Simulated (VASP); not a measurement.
Crystal: Hf.

```xyz
2
Lattice="3.2388 0.0000 0.0000 -1.6194 2.8049 0.0000 0.0000 0.0000 5.1244" Properties=species:S:1:pos:R:3 pbc="T T T"
Hf    1.6194    0.9350    3.8433
Hf    0.0000    1.8699    1.2811
```

This cell differs from its parent crystal: volume scaled by 1.04.

Base run:

```yaml
Program: VASP 6.6.1
Functional: PBE
Potentials_or_basis: VASP PAW PBE potentials, release 64 (Hf_pv)
Cutoff: 520 eV
k_mesh: 10 × 10 × 5
Occupations: fermi-dirac, width 0.05 eV
Spin: no spin polarisation
```

Its results: band gap on the k mesh zero (band 10 reaches 5.82 eV, above the bottom of band 11 at 4.33 eV); pressure -3.8 GPa.

Question: The run is repeated on the same cell with these changes: functional from PBE to r2SCAN. What comes out?

Answer: Band gap on the k mesh zero (band 10 reaches 5.88 eV, above the bottom of band 11 at 4.11 eV); pressure -4.7 GPa.

Caveats: spin-orbit coupling is left out, which moves the levels of the heavy elements; the PAW data sets were made with another functional, which shifts forces and pressure a little (some runs).
